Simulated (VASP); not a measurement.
# MnO (P6_3mc) in VASP: single point with PBEsol

Aim: the single point of MnO with PBEsol.

All numbers are computed with VASP 6.6.1; they aren't measurements. Logs are shortened: lines on timing, memory, paths and dates and some standing lists are left out, and cuts for length are marked.

### 1 The cell of the first run

The structure is hexagonal, space group P6_3mc (No. 186). Conventional cell: a = 3.484 Å, b = 3.484 Å, c = 5.547 Å, α = 90.00°, β = 90.00°, γ = 120.00°. Mn (site symmetry 3m) has 4 O at 2.11 to 2.13 Å within 2.8 Å. Within 2.8 Å of O (site symmetry 3m) lie 4 Mn at 2.11 to 2.13 Å.

### 2 Single point, PBEsol, collinear spin, ferromagnetic start (volume scaled by 1.10, then relaxed in part)

Contents of INCAR:

```
  ALGO = Normal
  EDIFF = 1E-7
  ENCUT = 520
  GGA = PS
  ISIF = 2
  ISMEAR = 0
  ISPIN = 2
  LASPH = T
  LCHARG = F
  LMAXMIX = 4
  LORBIT = 11
  LREAL = F
  LWAVE = F
  MAGMOM = 4.32 4.32 0.25 0.25
  NBANDS = 31
  NELM = 150
  PREC = Accurate
  SIGMA = 0.1
```

Contents of KPOINTS:

```
k-points
0
Gamma
  12 12 8
```

Contents of POSCAR:

```
MnO
1.0
    3.4836260632      0.0000000000      0.0000000000
   -1.7418130316      3.0169086680      0.0000000000
    0.0000000000      0.0000000000      5.5472334713
Mn O
2 2
Direct
    0.3333333333      0.6666666667      0.0012726179
    0.6666666667      0.3333333333      0.5012726179
    0.3333333333      0.6666666667      0.3851573821
    0.6666666667      0.3333333333      0.8851573821
```

Potentials or basis: VASP PAW PBE potentials, release 64 (Mn_pv, O).

Command:

```sh
> cat potpaw_PBE.64/Mn_pv/POTCAR potpaw_PBE.64/O/POTCAR > POTCAR
> mpirun -np 1 vasp_std > vasp.out
```

OUTCAR:

```text
EDIFF = 1E-7
   ENCUT = 520
   GGA = PS
   ISIF = 2
   ISMEAR = 0
   ISPIN = 2
   LASPH = T
   LORBIT = 11
   LREAL = F
   NELM = 150
   PREC = Accurate

 ion  position               nearest neighbor table
   1  0.333  0.667  0.001-   4 2.11   4 2.11   4 2.11   3 2.13
   2  0.667  0.333  0.501-   3 2.11   3 2.11   3 2.11   4 2.13
   3  0.333  0.667  0.385-   2 2.11   2 2.11   2 2.11   1 2.13
   4  0.667  0.333  0.885-   1 2.11   1 2.11   1 2.11   2 2.13

  LATTYP: Found a hexagonal cell.
 ALAT       =     3.4836260632
 C/A-ratio  =     1.5923733979

  Lattice vectors:

 A1 = (   3.4836260632,   0.0000000000,   0.0000000000)
 A2 = (  -1.7418130316,   3.0169086680,   0.0000000000)
 A3 = (   0.0000000000,   0.0000000000,   5.5472334713)

Analysis of symmetry for initial positions (statically):
=====================================================================
 Subroutine PRICEL returns:
 Original cell was already a primitive cell.

 Routine SETGRP: Setting up the symmetry group for a
 hexagonal supercell.

 Subroutine GETGRP returns: Found 12 space group operations
 (whereof  6 operations were pure point group operations)
 out of a pool of 24 trial point group operations.

The static configuration has the point symmetry C_3v.
 The point group associated with its full space group is C_6v.

Analysis of symmetry for dynamics (positions and initial velocities):
=====================================================================
 Subroutine PRICEL returns:
 Original cell was already a primitive cell.

 Routine SETGRP: Setting up the symmetry group for a
 hexagonal supercell.

 Subroutine GETGRP returns: Found 12 space group operations
 (whereof  6 operations were pure point group operations)
 out of a pool of 24 trial point group operations.

The dynamic configuration has the point symmetry C_3v.
 The point group associated with its full space group is C_6v.

Analysis of structural, dynamic, and magnetic symmetry:
=====================================================================
 Subroutine PRICEL returns:
 Original cell was already a primitive cell.

 Routine SETGRP: Setting up the symmetry group for a
 hexagonal supercell.

 Subroutine GETGRP returns: Found 12 space group operations
 (whereof  6 operations were pure point group operations)
 out of a pool of 24 trial point group operations.

The overall configuration has the point symmetry C_3v.
 The point group associated with its full space group is C_6v.

 Subroutine INISYM returns: Found 12 space group operations
 (whereof  6 operations are pure point group operations),
 and found     1 'primitive' translations

----------------------------------------------------------------------------------------

                                     Primitive cell

  volume of cell :      58.3002

  direct lattice vectors                    reciprocal lattice vectors
     3.483626063  0.000000000  0.000000000     0.287057216  0.165732561  0.000000000
    -1.741813032  3.016908668  0.000000000     0.000000000  0.331465122  0.000000000
     0.000000000  0.000000000  5.547233471     0.000000000  0.000000000  0.180270040

  length of vectors
     3.483626063  3.483626063  5.547233471     0.331465122  0.331465122  0.180270040

  position of ions in fractional coordinates (direct lattice)
     0.333333333  0.666666667  0.001272618
     0.666666667  0.333333333  0.501272618
     0.333333333  0.666666667  0.385157382
     0.666666667  0.333333333  0.885157382

  ion indices of the primitive-cell ions
   primitive index   ion index
                 1           1
                 2           2
                 3           3
                 4           4

----------------------------------------------------------------------------------------

 KPOINTS: k-points

Automatic generation of k-mesh.
 Grid dimensions read from file:
 generate k-points for:   12   12    8

 Generating k-lattice:

  Cartesian coordinates                     Fractional coordinates (reciprocal lattice)
     0.023921435  0.013811047  0.000000000     0.083333333 -0.000000000  0.000000000
     0.000000000  0.027622094  0.000000000     0.000000000  0.083333333  0.000000000
     0.000000000  0.000000000  0.022533755     0.000000000  0.000000000  0.125000000

  Length of vectors
     0.027622094  0.027622094  0.022533755

  Shift w.r.t. Gamma in fractional coordinates (k-lattice)
     0.000000000  0.000000000  0.000000000

 Subroutine IBZKPT returns following result:
 ===========================================

 Found     95 irreducible k-points:

 Following reciprocal coordinates:
            Coordinates               Weight
  0.000000  0.000000  0.000000      1.000000
  0.083333 -0.000000  0.000000      6.000000
  0.166667  0.000000  0.000000      6.000000
  0.250000  0.000000  0.000000      6.000000
  0.333333  0.000000  0.000000      6.000000
  0.416667  0.000000  0.000000      6.000000
[... 16 lines left out ...]
  0.250000  0.000000  0.125000     12.000000
  0.333333  0.000000  0.125000     12.000000
 [... further k-points ...]
   k-points           NKPTS =     95   k-points in BZ     NKDIM =     95   number of bands    NBANDS=     31
   number of dos      NEDOS =    301   number of ions     NIONS =      4
   total plane-waves  NPLWV =  32928
   dimension x,y,z NGX =    28 NGY =   28 NGZ =   42
   dimension x,y,z NGXF=    56 NGYF=   56 NGZF=   84
   ions per type =               2   2
   NGX,Y,Z   is equivalent  to a cutoff of  13.36, 13.36, 12.59 a.u.
   NGXF,Y,Z  is equivalent  to a cutoff of  26.72, 26.72, 25.17 a.u.
 SYSTEM =  unknown system
   PREC   = accura    normal or accurate (medium, high low for compatibility)
   ISTART =      0    job   : 0-new  1-cont  2-samecut
   ICHARG =      2    charge: 1-file 2-atom 10-const
   ISPIN  =      2    spin polarized calculation?
   LNONCOLLINEAR =      F non collinear calculations
   LSORBIT =      F    spin-orbit coupling
   LASPH  =      T    aspherical Exc in radial PAW
   ENCUT  =  520.0 eV  38.22 Ry    6.18 a.u.   6.48  6.48 10.31*2*pi/ulx,y,z
   NELM   =    150;   NELMIN=  2; NELMDL= -5     # of ELM steps
   EDIFF  = 0.1E-06   stopping-criterion for ELM
   LREAL  =      F    real-space projection
   EDIFFG = 0.1E-05   stopping-criterion for IOM
   NSW    =      0    number of steps for IOM
   IBRION =     -1    ionic relax: 0-MD 1-quasi-New 2-CG
   NFREE  =      0    steps in history (QN), initial steepest desc. (CG)
   ISIF   =      2    stress and relaxation
   ISYM   =      2    0-nonsym 1-usesym 2-fastsym
   POTIM  = 0.5000    time-step for ionic-motion
   TEBEG  =    0.0;   TEEND  =   0.0 temperature during run
   PSTRESS=    0.0 pullay stress
   NELECT =      38.0000    total number of electrons
   NUPDOWN=      -1.0000    fix difference up-down
   EMIN   =  10.00;   EMAX   =-10.00  energy-range for DOS
   EFERMI =   0.00;   METHOD = LEGACY
   ISMEAR =     0;   SIGMA  =   0.10  broadening in eV -4-tet -1-fermi 0-gaus
   EFERMI_NEDOS =   21; number of points for ismear=-14 and -15
   IALGO  =     38    algorithm
   IMIX   =      4    mixing-type and parameters
     AMIX     =   0.40;   BMIX     =  1.00
     AMIX_MAG =   1.60;   BMIX_MAG =  1.00
  volume/ion in A,a.u.               =      14.58        98.36
  Fermi-wavevector in a.u.,A,eV,Ry     =   1.419426  2.682326 27.412599  2.014769
  Thomas-Fermi vector in A             =   2.540447
   LORBIT       =     11    0 simple, 1 ext, 2 COOP (PROOUT), +10 PAW based schemes
   GGA     = PS    functional components
   LHFCALC =     F    Hartree Fock is set to
   AEXX    =    0.0000 exact exchange contribution
   IVDW    =     0    specifies the selected vdW correction
   LEPSILON=     F    determine dielectric tensor
   LRPA    =     F    only Hartree local field effects (RPA)
 spin polarized calculation
 Gauss-broadening in eV      SIGMA  =   0.10
  energy-cutoff  :      520.00
  volume of cell :       58.30
 maximum number of plane-waves:      1594
 NGX is ok and might be reduce to    28
   NGX = 13   NGY = 13   NGZ = 21

 number of electron      38.0000012 magnetization      10.0007403

 number of electron      38.0000012 magnetization       9.9986932

 Free energy of the ion-electron system (eV)
  ---------------------------------------------------
  ext. energy  EPLUGINS =         0.00000000
  ---------------------------------------------------
  free energy    TOTEN  =       -34.16220519 eV

  energy without entropy =      -34.16077660  energy(sigma->0) =      -34.16149089

 E-fermi :   4.6008     XC(G=0): -10.3395

 val. band max:        4.5934542977   @ k =   0.0833  -0.0000   0.0000
 cond. band min:       4.6091909744   @ k =   0.0000   0.0000   0.1250
 fundamental gap:      0.0157366767
 Fermi energy:         4.6007902907

 spin component 1

 k-point     1 :       0.0000    0.0000    0.0000
  band No.  band energies     occupation
      1     -45.6895      1.00000
      2     -45.6666      1.00000
      3     -45.6600      1.00000
      4     -45.6600      1.00000
      5     -45.6561      1.00000
      6     -45.6561      1.00000
[... 805 lines left out ...]
     30      14.3788      0.00000
     31      15.4471      0.00000

 [... further k-points ...]

 spin component 2

 k-point     1 :       0.0000    0.0000    0.0000
  band No.  band energies     occupation
      1     -40.9795      1.00000
      2     -40.9488      1.00000
      3     -40.9441      1.00000
      4     -40.9441      1.00000
      5     -40.9391      1.00000
      6     -40.9391      1.00000
[... 805 lines left out ...]
     30      15.9489      0.00000
     31      16.8690      0.00000

 [... further k-points ...]
[... 5 lines left out ...]
  --------------------------------------------------------------------------------------
  -------------------------------------------------------------------------------------
  Total       -3.4546995     -3.4546995     -3.5053106      0.0000000     -0.0000000      0.0000000
  in kB      -94.9403260    -94.9403260    -96.3311953      0.0000000     -0.0000000      0.0000000
  external PRESSURE =     -95.4039491 kB  Pullay stress =       0.0000000 kB

 VOLUME and BASIS-vectors are now :
 -----------------------------------------------------------------------------
  energy-cutoff  :      520.00
  volume of cell :       58.30
      direct lattice vectors                 reciprocal lattice vectors
     3.483626063  0.000000000  0.000000000     0.287057216  0.165732561  0.000000000
    -1.741813032  3.016908668  0.000000000     0.000000000  0.331465122  0.000000000
     0.000000000  0.000000000  5.547233471     0.000000000  0.000000000  0.180270040

 POSITION                                       TOTAL-FORCE (eV/Angst)
 -----------------------------------------------------------------------------------
     -0.00000      2.01127      0.00706        -0.000000      0.000000      0.007884
      1.74181      1.00564      2.78068         0.000000     -0.000000      0.007884
     -0.00000      2.01127      2.13656        -0.000000      0.000000     -0.007884
      1.74181      1.00564      4.91017         0.000000     -0.000000     -0.007884
 -----------------------------------------------------------------------------------
    total drift:                               -0.000000     -0.000000     -0.000179

  FREE ENERGIE OF THE ION-ELECTRON SYSTEM (eV)
  ---------------------------------------------------
  free  energy   TOTEN  =       -34.1622051898 eV

  energy  without entropy=      -34.1607765954  energy(sigma->0) =      -34.16149089

 total charge

# of ion       s       p       d       tot
------------------------------------------
    1        0.223   6.192   4.914  11.329
    2        0.223   6.192   4.914  11.329
    3        1.549   3.396   0.000   4.945
    4        1.549   3.396   0.000   4.945
--------------------------------------------------
tot          3.544  19.176   9.828  32.548

 magnetization (x)

# of ion       s       p       d       tot
------------------------------------------
    1        0.038   0.052   4.351   4.441
    2        0.038   0.052   4.351   4.441
    3        0.018   0.155   0.000   0.172
    4        0.018   0.155   0.000   0.172
--------------------------------------------------
tot          0.111   0.414   8.702   9.226
```

It took 3.2 min on 1 thread of Intel Xeon 6975P-C (Granite Rapids), shared host; peak memory 0.36 GiB.

Results:

```
Free energy                                           : -34.1622 eV
Pressure                                              : -9.5 GPa
Largest force                                         : 0.008 eV/Å
Band gap on the k mesh                                : zero (filled and empty bands overlap)
Net moment                                            : 10.00 μB per cell
Site moments                                          : Mn +4.44; O +0.17 μB
Valence electrons inside the program's atomic spheres : Mn 11.33; O 4.95
```

Forces in eV/Å, atoms in the order of the input:
```
Mn   0.000  0.000  0.008
Mn   0.000  0.000  0.008
O    0.000  0.000 -0.008
O    0.000  0.000 -0.008
```

Caveat: the PAW data sets were made with another functional, which shifts forces and pressure a little; semilocal functionals often make such compounds metallic where correlation or magnetic order opens a gap, which also shifts bond lengths; only a ferromagnetic start was run, and an antiferromagnetic order may lie lower in energy.
